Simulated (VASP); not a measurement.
# Cr (Fm-3m) in VASP: further runs

Runs on Cr. Level: RPBE. Tasks: relaxation of cell and atoms, single point.

Everything below comes from runs of VASP 6.6.1. Logs are shortened: lines on timing, memory, paths and dates and some standing lists are left out, and cuts for length are marked.

### Step 1. The cell of the first run

It takes space group Fm-3m (No. 225, cubic). Conventional cell: a = 3.633 Å, b = 3.633 Å, c = 3.633 Å, α = 90.00°, β = 90.00°, γ = 90.00°. Within 3.4 Å of Cr (site symmetry m-3m) lie 12 Cr at 2.57 Å.

### Step 2. Relaxation of cell and atoms, RPBE, collinear spin, ferromagnetic start

INCAR

```
PREC     = Accurate       # precision mode
ENCUT    = 600            # plane-wave cutoff, eV
EDIFF    = 1E-6           # SCF threshold, eV
ISMEAR   = -1             # smearing method
SIGMA    = 0.05           # smearing width, eV
LREAL    = F              # projectors in reciprocal space
LASPH    = T              # aspherical terms in the spheres
NELM     = 150            # most SCF steps
ALGO     = Normal         # electronic algorithm
ISIF     = 3              # what is computed and relaxed
LWAVE    = F              # write WAVECAR
LCHARG   = F              # write CHGCAR
ISPIN    = 2              # spin polarisation
MAGMOM   = 1.5            # initial moments
LORBIT   = 11             # projections on sites
LMAXMIX  = 4              # l up to which the mixer works
GGA      = RP             # functional
IBRION   = 2              # ionic algorithm
NSW      = 80             # ionic steps
EDIFFG   = -0.01          # ionic threshold
```

KPOINTS

```
Automatic mesh
0
Gamma
  15 15 15
```

POSCAR

```
Cr
1.0
    0.0000000000      1.8167431579      1.8167431579
    1.8167431579      0.0000000000      1.8167431579
    1.8167431579      1.8167431579      0.0000000000
Cr
1
Direct
    0.0000000000      0.0000000000      0.0000000000
```

Potentials or basis: VASP PAW PBE potentials, release 64 (Cr_pv).

On the command line:

```
$ cat potpaw_PBE.64/Cr_pv/POTCAR > POTCAR
$ mpirun -np 1 vasp_std > vasp.out
```

OUTCAR:

```text
PREC = Accurate
   ENCUT = 600
   EDIFF = 1E-6
   ISMEAR = -1
   LREAL = F
   LASPH = T
   NELM = 150
   ISIF = 3
   ISPIN = 2
   LORBIT = 11
   GGA = RP
   IBRION = 2
   NSW = 80
   EDIFFG = -0.01

 ion  position               nearest neighbor table
   1  0.000  0.000  0.000-

  LATTYP: Found a face centered cubic cell.
 ALAT       =     3.6334863158

  Lattice vectors:

 A1 = (   0.0000000000,   1.8167431579,   1.8167431579)
 A2 = (   1.8167431579,   0.0000000000,   1.8167431579)
 A3 = (   1.8167431579,   1.8167431579,   0.0000000000)

Analysis of symmetry for initial positions (statically):
=====================================================================
 Subroutine PRICEL returns:
 Original cell was already a primitive cell.

 Routine SETGRP: Setting up the symmetry group for a
 face centered cubic supercell.

 Subroutine GETGRP returns: Found 48 space group operations
 (whereof 48 operations were pure point group operations)
 out of a pool of 48 trial point group operations.

The static configuration has the point symmetry O_h .

Analysis of symmetry for dynamics (positions and initial velocities):
=====================================================================
 Subroutine PRICEL returns:
 Original cell was already a primitive cell.

 Routine SETGRP: Setting up the symmetry group for a
 face centered cubic supercell.

 Subroutine GETGRP returns: Found 48 space group operations
 (whereof 48 operations were pure point group operations)
 out of a pool of 48 trial point group operations.

The dynamic configuration has the point symmetry O_h .

Analysis of structural, dynamic, and magnetic symmetry:
=====================================================================
 Subroutine PRICEL returns:
 Original cell was already a primitive cell.

 Routine SETGRP: Setting up the symmetry group for a
 face centered cubic supercell.

 Subroutine GETGRP returns: Found 48 space group operations
 (whereof 48 operations were pure point group operations)
 out of a pool of 48 trial point group operations.

The overall configuration has the point symmetry O_h .

 Subroutine INISYM returns: Found 48 space group operations
 (whereof 48 operations are pure point group operations),
 and found     1 'primitive' translations

----------------------------------------------------------------------------------------

                                     Primitive cell

  volume of cell :      11.9925

[... 105 lines left out ...]
     AMIX     =   0.40;   BMIX     =  1.00
     AMIX_MAG =   1.60;   BMIX_MAG =  1.00
  volume/ion in A,a.u.               =      11.99        80.93
  Fermi-wavevector in a.u.,A,eV,Ry     =   1.637439  3.094310 36.480015  2.681205
  Thomas-Fermi vector in A             =   2.728578
   LORBIT       =     11    0 simple, 1 ext, 2 COOP (PROOUT), +10 PAW based schemes
   GGA     = RP    functional components
   LHFCALC =     F    Hartree Fock is set to
   AEXX    =    0.0000 exact exchange contribution
   IVDW    =     0    specifies the selected vdW correction
   LEPSILON=     F    determine dielectric tensor
   LRPA    =     F    only Hartree local field effects (RPA)
 conjugate gradient relaxation of ions
 spin polarized calculation
  energy-cutoff  :      600.00
  volume of cell :       11.99
 maximum number of plane-waves:       415
 NGX is ok and might be reduce to    24
   NGX = 11   NGY = 11   NGZ = 11

--------------------------------------- Ionic step        1  -------------------------------------------

 number of electron      11.9999999 magnetization       0.0018392

 Free energy of the ion-electron system (eV)
  ---------------------------------------------------
  ext. energy  EPLUGINS =         0.00000000
  ---------------------------------------------------
  free energy    TOTEN  =        -8.60769400 eV

  energy without entropy =       -8.59241330  energy(sigma->0) =       -8.60005365

------------------------ aborting loop because EDIFF is reached ----------------------------------------

  FORCE on cell =-STRESS in cart. coord.  units (eV):
  Direction    XX          YY          ZZ          XY          YZ          ZX
  --------------------------------------------------------------------------------------
  -------------------------------------------------------------------------------------
  Total        0.1811687      0.1811687      0.1811687     -0.0000000     -0.0000000      0.0000000
  in kB       24.2037769     24.2037769     24.2037769     -0.0000000     -0.0000000      0.0000000
  external PRESSURE =      24.2037769 kB  Pullay stress =       0.0000000 kB
[... 22 lines left out ...]
--------------------------------------- Ionic step        2  -------------------------------------------

 number of electron      11.9999998 magnetization       0.0000130

 E-fermi :   9.9669     XC(G=0): -13.1777

 val. band max:        9.9608735477   @ k =  -0.2000   0.0667   0.0000
 cond. band min:       9.9730151493   @ k =   0.4000   0.1333   0.0667
 fundamental gap:      0.0121416015
 Fermi energy:         9.9668979623

 spin component 1

 k-point     1 :       0.0000    0.0000    0.0000
  band No.  band energies     occupation
      1     -32.5392      1.00000
      2     -32.5392      1.00000
      3     -32.5392      1.00000
      4       2.5811      1.00000
      5       9.5648      0.99968
      6       9.5648      0.99968
      7       9.5648      0.99968
      8      11.2453      0.00000
      9      11.2453      0.00000
     10      17.4966      0.00000
     11      29.5140      0.00000
[... 698 lines left out ...]
 number of electron      11.9999998 magnetization       0.0000004

 number of electron      11.9999998 magnetization      -0.0000005

 Free energy of the ion-electron system (eV)
  ---------------------------------------------------
  ext. energy  EPLUGINS =         0.00000000
  ---------------------------------------------------
  free energy    TOTEN  =        -8.60862850 eV

  energy without entropy =       -8.59310675  energy(sigma->0) =       -8.60086763

 E-fermi :  10.1745     XC(G=0): -13.2663

 val. band max:       10.1657454304   @ k =  -0.2000   0.0667   0.0000
 cond. band min:      10.1777448906   @ k =   0.4000   0.1333   0.0667
 fundamental gap:      0.0119994602
 Fermi energy:        10.1745091183

 spin component 1

 k-point     1 :       0.0000    0.0000    0.0000
  band No.  band energies     occupation
      1     -32.3044      1.00000
      2     -32.3044      1.00000
      3     -32.3044      1.00000
      4       2.7341      1.00000
      5       9.7617      0.99974
      6       9.7617      0.99974
      7       9.7617      0.99974
      8      11.4802      0.00000
      9      11.4802      0.00000
     10      17.7201      0.00000
     11      29.8231      0.00000
[... 690 lines left out ...]
  FREE ENERGIE OF THE ION-ELECTRON SYSTEM (eV)
  ---------------------------------------------------
  free  energy   TOTEN  =        -8.6086284999 eV

  energy  without entropy=       -8.5931067524  energy(sigma->0) =       -8.60086763

 reached required accuracy - stopping structural energy minimisation

 total charge

# of ion       s       p       d       tot
------------------------------------------
    1        0.448   6.363   4.166  10.977

 magnetization (x)

# of ion       s       p       d       tot
------------------------------------------
    1        0.000  -0.000   0.000   0.000
```

It took 76 s on 1 thread of Intel Xeon Platinum 8259CL at 2.50GHz (Skylake/Cascade Lake), shared host; peak memory 0.18 GiB.

What came out:

| Quantity | Value |
| --- | --- |
| Free energy | -8.6086 eV |
| Relaxed volume | 12.12 Å³/atom |
| Relaxed cell | a = 2.578 Å, b = 2.578 Å, c = 2.578 Å, α = 60.00°, β = 60.00°, γ = 60.00° |
| Space group after relaxing (to 0.05 Å) | Fm-3m (No. 225) |
| Energy gained by relaxing | 0.9 meV/atom |
| Ionic steps | 3 |
| Pressure after relaxing | 0.0 GPa |
| Band gap on the k mesh | zero (filled and empty bands overlap) |
| Net moment | 0.00 μB per cell |
| Valence electrons inside the program's atomic spheres | Cr 10.98 |

The path:
| step | energy change (eV) | largest force (eV/Å) | pressure (GPa) | volume (Å³) |
| --- | --- | --- | --- | --- |
| 1 | 0.0000 | 0.0000 | 2.42 | 11.99 |
| 2 | 0.0011 | 0.0000 | -3.36 | 12.31 |
| 3 | -0.0009 | 0.0000 | -0.01 | 12.12 |

Final structure:
```yaml
crystal:
  lattice:
    - [0.00000, 1.82312, 1.82312]
    - [1.82312, 0.00000, 1.82312]
    - [1.82312, 1.82312, 0.00000]
  atoms:
    - { symbol: Cr, position: [0.00000, 0.00000, 0.00000] }
```

Levels at points of the mesh, in eV from the Fermi level:
Spin up:
```
           k point  band 2  band 3  band 4  band 5  band 6  band 7  band 8  band 9  band 10  band 11
(0.00, 0.00, 0.00)  -42.48  -42.48   -7.44   -0.41   -0.41   -0.41    1.31    1.31     7.55    19.65
```
Spin down:
```
           k point  band 3  band 4  band 5  band 6  band 7  band 8  band 9  band 10
(0.00, 0.00, 0.00)  -42.48   -7.44   -0.41   -0.41   -0.41    1.31    1.31     7.55
```

Caveat: the starting moments collapsed, and a magnetic state may lie lower; the PAW data sets were made with another functional, which shifts forces and pressure a little.

### Step 3. Single point, RPBE, collinear spin, ferromagnetic start

This run uses another cell than the first one, of 12.14 Å³/atom, 1.012 times its volume.

INCAR

```
SYSTEM = Cr
PREC = Accurate ; ENCUT = 520
EDIFF = 1E-7 ; ISMEAR = -1
SIGMA = 0.05 ; LREAL = .False.
LASPH = .True. ; NELM = 150
ALGO = Normal ; ISIF = 2
LWAVE = .False. ; LCHARG = .False.
ISPIN = 2 ; MAGMOM = 1.5
LORBIT = 11 ; LMAXMIX = 4
GGA = RP ; NBANDS = 16
```

KPOINTS

```
Automatic mesh
0
Gamma
  24 24 24
  0 0 0
```

POSCAR

```
Cr
1.0
    0.0000000000      1.8241553098      1.8241553098
    1.8241553098      0.0000000000      1.8241553098
    1.8241553098      1.8241553098      0.0000000000
Cr
1
Direct
    0.0000000000      0.0000000000      0.0000000000
```

Potentials or basis: VASP PAW PBE potentials, release 64 (Cr_pv).

On the command line:

```
$ cat potpaw_PBE.64/Cr_pv/POTCAR > POTCAR
$ mpirun -np 1 vasp_std > vasp.out
```

It took 4.4 min on 1 thread of Intel Xeon Platinum 8259CL at 2.50GHz (Skylake/Cascade Lake), shared host; peak memory 0.23 GiB.

The run converged. Its results:

```
Free energy                                           : -8.6096 eV
Pressure                                              : -0.4 GPa
Band gap on the k mesh                                : zero (filled and empty bands overlap)
Net moment                                            : 0.00 μB per cell
Valence electrons inside the program's atomic spheres : Cr 10.97
```

Levels at points of the mesh, in eV from the Fermi level:
Spin up:
```
           k point  band 2  band 3  band 4  band 5  band 6  band 7  band 8  band 9  band 10  band 11
(0.00, 0.00, 0.00)  -42.48  -42.48   -7.43   -0.41   -0.41   -0.41    1.30    1.30     7.55    19.64
(0.50, 0.00, 0.00)  -42.58  -42.58   -3.81   -0.52   -0.52    0.76    2.45    2.45     7.52     9.13
(0.50, 0.50, 0.00)  -42.76  -42.76   -3.98   -3.17    2.43    2.75    2.75    3.59     7.54    12.07
```
Spin down:
| k point | band 2 | band 3 | band 4 | band 5 | band 6 | band 7 | band 8 | band 9 | band 10 | band 11 |
| --- | --- | --- | --- | --- | --- | --- | --- | --- | --- | --- |
| (0.00, 0.00, 0.00) | -42.48 | -42.48 | -7.43 | -0.41 | -0.41 | -0.41 | 1.30 | 1.30 | 7.55 | 19.64 |
| (0.50, 0.00, 0.00) | -42.58 | -42.58 | -3.81 | -0.52 | -0.52 | 0.76 | 2.45 | 2.45 | 7.52 | 9.13 |
| (0.50, 0.50, 0.00) | -42.76 | -42.76 | -3.98 | -3.17 | 2.43 | 2.75 | 2.75 | 3.59 | 7.54 | 12.07 |

Caveat: the starting moments collapsed, and a magnetic state may lie lower; the PAW data sets were made with another functional, which shifts forces and pressure a little.
